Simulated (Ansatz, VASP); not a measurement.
**Two plane-wave programs on ZnInO**

```xyz
3
Lattice="4.0129 0.0000 0.0000 -2.0065 3.4753 0.0000 0.0000 0.0000 3.5417" Properties=species:S:1:pos:R:3 pbc="T T T"
Zn    2.0065    1.1584    1.7708
In    0.0000    0.0000    1.7708
O     0.0000    2.3169    0.0000
```

Change from the starting cell: species swapped into the TbCuGe type (P-6m2, No. 187).

Alike in both runs: task single point; functional PBE; k mesh 6 × 6 × 6; occupations gaussian, width 0.1 eV; collinear spin.

```csv
,VASP,Ansatz
version,VASP 6.6.1,Ansatz 0.2.0
potentials or method,"VASP PAW PBE potentials, release 64 (Zn, In_d, O), cutoff 600 eV","scalar-relativistic, plane waves, PAW"
valence electrons in the cell,31,31
```

Ansatz gave:

| Item | Value |
| --- | --- |
| gap on the k mesh at the Fermi level (eV) | none |
| pressure (GPa) | 14.2 |
| traceless stress, the component that is largest in VASP (GPa) | -18.79 |
| net moment per atom (μB) | 0.00 |

Question: What did VASP give for the same quantities?

Answer: gap on the k mesh at the Fermi level (eV): none; pressure (GPa): 14.3; traceless stress, the component that is largest in VASP (GPa): -19.00; net moment per atom (μB): 0.00.

A gap of «none» marks a metal or a gap that the smearing closes. Ansatz's warnings: seeded moment not kept.
